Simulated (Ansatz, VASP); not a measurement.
# Ta in VASP and in Ansatz

INCAR

```
  ALGO = Normal
  EDIFF = 1E-6
  ENCUT = 520
  GGA = PS
  ISIF = 2
  ISMEAR = 0
  LASPH = True
  LCHARG = True
  LELF = True
  LREAL = False
  LVHAR = True
  LWAVE = False
  NBANDS = 12
  NELM = 80
  PREC = Accurate
  SIGMA = 0.15
```

Contents of KPOINTS:

```
k-points
0
Gamma
  20 20 20
```

Contents of POSCAR:

```
Ta
1.0
   -1.5191776000      1.5191776000      1.5852288000
    1.5191776000     -1.5191776000      1.5852288000
    1.5191776000      1.5191776000     -1.5852288000
Ta
1
Direct
    0.0000000000      0.0000000000      0.0000000000
```

Input for Ansatz:

```yaml
crystal:
  lattice:
    - [-1.5191776, 1.5191776, 1.5852288]
    - [1.5191776, -1.5191776, 1.5852288]
    - [1.5191776, 1.5191776, -1.5852288]
  atoms:
    - { symbol: Ta, position: [0.0, 0.0, 0.0] }
basis:
  ecutwfc: 420
kpoints:
  mp_grid: { grid: [20, 20, 20] }
hamiltonian:
  xc: pbesol
scf:
  occupations: { method: gaussian, width: 0.15 }
output:
  forces: true
  stress: true
  eigenvalues: true
  write_density: true
  write_potential: true
  elf: true
  volumetric_format: npy
```

Change from the starting cell: strain -0.080 along x and y, -0.040 along z, atoms carried along.

Alike in both runs: task single point; functional PBEsol; k mesh 20 × 20 × 20; occupations gaussian, width 0.15 eV; no spin polarisation.

```csv
,VASP,Ansatz
version,VASP 6.6.1,Ansatz 0.2.0
potentials or method,"VASP PAW PBE potentials, release 64 (Ta_pv), cutoff 520 eV","scalar-relativistic, plane waves, PAW"
valence electrons in the cell,11,13
```

VASP gave:

* gap on the k mesh at the Fermi level (eV): none
* pressure (GPa): 56.3
* traceless stress, the component that is largest in VASP (GPa): -5.66

Question: Estimate Ansatz's values.

Answer: gap on the k mesh at the Fermi level (eV): none; pressure (GPa): 55.4; traceless stress, the component that is largest in VASP (GPa): -5.67.

VASP's potentials were made for PBE, not for PBEsol. A gap of «none» marks a metal or a gap that the smearing closes. Both programs put the cell under a high pressure, so it lies far from rest at this level. VASP's potentials hold 11 valence electrons a cell and Ansatz's 13, so a difference there can come from the potentials and not from the codes.

Neither program's run includes spin-orbit coupling.
